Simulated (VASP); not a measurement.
Crystal: SnTe.

```
CELL_PARAMETERS angstrom
4.53238 0.00000 0.00000
-2.26619 3.92516 0.00000
0.00000 0.00000 7.40297
ATOMIC_POSITIONS crystal
Sn 0.00000 0.00000 0.00000
Sn 0.00000 0.00000 0.50000
Te 0.33333 0.66667 0.25000
Te 0.66667 0.33333 0.75000
```

| Property | Result |
| --- | --- |
| Program | VASP 6.6.1 |
| Task | relaxation of cell and atoms |
| Functional | PBE |
| Potentials or basis | VASP PAW PBE potentials, release 64 (Sn_d, Te) |
| Cutoff | 600 eV |
| k mesh | 12 × 12 × 6 |
| Occupations | gaussian, width 0.01 eV |
| Spin | no spin polarisation |

At the start: pressure 1.2 GPa; volume 32.93 Å³/atom.

Q: Where does the relaxation end?

A: Over 9 steps the energy falls by 14.9 meV/atom and the volume is 33.58 Å³/atom (+2.0 %); space group P6_3/mmc (No. 194, to 0.1 Å) before and after.

The path:
```csv
step,energy change (eV),largest force (eV/Å),pressure (GPa),volume (Å³)
1,0.0000,0.0000,1.20,131.70
2,-0.0308,0.0000,-0.30,136.45
3,-0.0311,0.0000,-0.46,137.03
4,-0.0454,0.0000,-0.37,136.35
5,-0.0572,0.0000,-0.05,134.12
6,-0.0592,0.0000,-0.15,134.81
7,-0.0592,0.0000,-0.14,134.76
8,-0.0593,0.0000,0.11,133.96
9,-0.0594,0.0000,0.00,134.31
```

Final structure:
```
CELL_PARAMETERS angstrom
4.44286 0.00000 0.00000
-2.22143 3.84763 0.00000
0.00000 0.00000 7.85712
ATOMIC_POSITIONS crystal
Sn 0.00000 0.00000 0.00000
Sn 0.00000 0.00000 0.50000
Te 0.33333 0.66667 0.25000
Te 0.66667 0.33333 0.75000
```
